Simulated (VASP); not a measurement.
Crystal: CdS.

```
Cd S
1.0
     0.00000    2.75324    2.75324
     2.75324    0.00000    2.75324
     2.75324    2.75324    0.00000
Cd S
1 1
Direct
  0.00000 0.00000 0.00000
  0.50000 0.50000 0.50000
```

| Item | Value |
| --- | --- |
| Program | VASP 6.6.1 |
| Task | relaxation of cell and atoms |
| Functional | LDA |
| Potentials or basis | VASP PAW LDA potentials, release 64 (Cd, S) |
| Cutoff | 600 eV |
| k mesh | 8 × 8 × 8 |
| Occupations | fermi-dirac, width 0.05 eV |
| Spin | no spin polarisation |

At the start: pressure -6.4 GPa; volume 20.87 Å³/atom.

Q: Where does the relaxation end?

A: Over 3 steps the energy falls by 36.8 meV/atom and the volume is 19.18 Å³/atom (-8.1 %); space group Fm-3m (No. 225, to 0.05 Å).

Step by step:
| step | energy change (eV) | largest force (eV/Å) | pressure (GPa) | volume (Å³) |
| --- | --- | --- | --- | --- |
| 1 | 0.0000 | 0.0000 | -6.40 | 41.74 |
| 2 | -0.0566 | 0.0000 | 3.92 | 36.90 |
| 3 | -0.0737 | 0.0000 | 0.00 | 38.35 |

Final structure:
```cif
data_structure
_symmetry_space_group_name_H-M 'P 1'
_symmetry_Int_Tables_number 1
_cell_length_a 3.7853
_cell_length_b 3.7853
_cell_length_c 3.7853
_cell_angle_alpha 60.000
_cell_angle_beta 60.000
_cell_angle_gamma 60.000
_cell_volume 38.35
loop_
_atom_site_label
_atom_site_type_symbol
_atom_site_fract_x
_atom_site_fract_y
_atom_site_fract_z
_atom_site_occupancy
Cd1 Cd 0.00000 0.00000 0.00000 1
S1 S 0.50000 0.50000 0.50000 1
```
